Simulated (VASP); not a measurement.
Runs of VASP 6.6.1 on Y. The structure is that of space group Fm-3m (No. 225), or close to it. The cells are those of the table. 

```tsv
cell	gap on the mesh (eV)	pressure (GPa)
a = 3.233 Å, angles 60.0°, 1 atom	none	(b)
a = 3.655 Å, angles 60.0°, 1 atom	none	-1.3
a = 3.304, b = 3.304, c = 3.233 Å, angles 60.7, 60.7, 58.6°, 1 atom	none	(a)
a = 3.795 Å, angles 60.0°, 1 atom	none	-4.4
a = 3.374 Å, angles 60.0°, 1 atom	none	10.3
```

Alike in all rows: task single point; level r2SCAN; potentials or basis VASP PAW PBE potentials, release 64 (Y_sv); no spin polarisation; k mesh 16 × 16 × 16; cutoff (eV) 520; smearing gaussian 0.15 eV.

Q: Estimate the missing entries.

A: (a) 16.7; (b) 20.4.

Caveats: the PAW data sets were made with another functional, which shifts forces and pressure a little.

A k mesh can miss the band edges, and the runs leave out spin-orbit coupling on Y.

A gap of «none» marks levels without a gap at the run's occupations.
